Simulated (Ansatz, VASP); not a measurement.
# MgO in VASP and in Ansatz

File INCAR:

```
PREC = Accurate ; ENCUT = 840
EDIFF = 1E-6 ; ISMEAR = 0
SIGMA = 0.05 ; LREAL = False
LASPH = True ; NELM = 120
ALGO = Normal ; ISIF = 2
LWAVE = False ; LCHARG = False
NBANDS = 15 ; GGA_COMPAT = False
```

File KPOINTS:

```
Automatic mesh
0
Gamma
  12 12 12
```

File POSCAR:

```
MgO
1.0
    0.0000000000      2.1085000000      2.1085000000
    2.1085000000      0.0000000000      2.1085000000
    2.1085000000      2.1085000000      0.0000000000
Mg O
1 1
Direct
    0.0000000000      0.0000000000      0.0000000000
    0.5000000000      0.5000000000      0.5000000000
```

Input for Ansatz:

```yaml
crystal:
  lattice:
    - [0.0, 2.1085, 2.1085]
    - [2.1085, 0.0, 2.1085]
    - [2.1085, 2.1085, 0.0]
  atoms:
    - { symbol: Mg, position: [0.0, 0.0, 0.0] }
    - { symbol: O, position: [0.5, 0.5, 0.5] }
basis:
  ecutwfc: 420
  fft_grid_basis: typed
kpoints:
  mp_grid: { grid: [12, 12, 12] }
hamiltonian:
  xc: lda
scf:
  occupations: { method: gaussian, width: 0.05 }
output:
  forces: true
  stress: true
  eigenvalues: true
  bader: true
  write_density: true
  volumetric_format: npy
```

Alike in both runs: task single point; functional LDA; k mesh 12 × 12 × 12; occupations gaussian, width 0.05 eV; no spin polarisation.

```csv
,VASP,Ansatz
version,VASP 6.6.1,Ansatz 0.2.0
potentials or method,"VASP PAW LDA potentials, release 64 (Mg_sv, O), cutoff 840 eV","scalar-relativistic, plane waves, PAW"
valence electrons in the cell,16,16
```

|  | VASP | Ansatz | Ansatz less VASP |
| --- | --- | --- | --- |
| gap on the k mesh at the Fermi level (eV) | 4.63 | 4.62 | -0.012 |
| pressure (GPa) | -6.1 | -6.6 | -0.50 |

LDA's correlation is that of Perdew and Zunger in VASP and of Perdew and Wang (1992) in Ansatz.
